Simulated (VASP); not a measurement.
Here is a VASP 6.6.1 calculation.

INCAR

```
PREC = Accurate
ENCUT = 570
EDIFF = 1E-6
ISMEAR = 0
SIGMA = 0.15
LREAL = False
LASPH = True
NELM = 120
ALGO = Normal
ISIF = 2
LWAVE = False
LCHARG = False
GGA = CA
NBANDS = 25
GGA_COMPAT = False
```

File KPOINTS:

```
Automatic mesh
0
Gamma
  21 21 10
```

Contents of POSCAR:

```
Pt
1.0
    2.8619386323      0.0000000000      0.0000000000
   -1.4309693161      2.4785115596      0.0000000000
    0.0000000000      0.0000000000      4.9418131020
Pt
2
Direct
    0.6666666667      0.3333333333      0.7500000000
    0.3333333333      0.6666666667      0.2500000000
```

Potentials or basis: VASP PAW LDA potentials, release 64 (Pt_sv_GW).

The run is started by

```bash
$ cat potpaw_LDA.64/Pt_sv_GW/POTCAR > POTCAR
$ mpirun -np 1 vasp_std > vasp.out
```

(1) Estimate the pressure.

(2) Predict the band gap on the k mesh.

Answers

(1) -32.2 GPa.

(2) zero (bands 18 and 19 overlap by 1.03 eV).

Caveat: the cell stands under tension; spin-orbit coupling is left out, which moves the levels of the heavy elements.
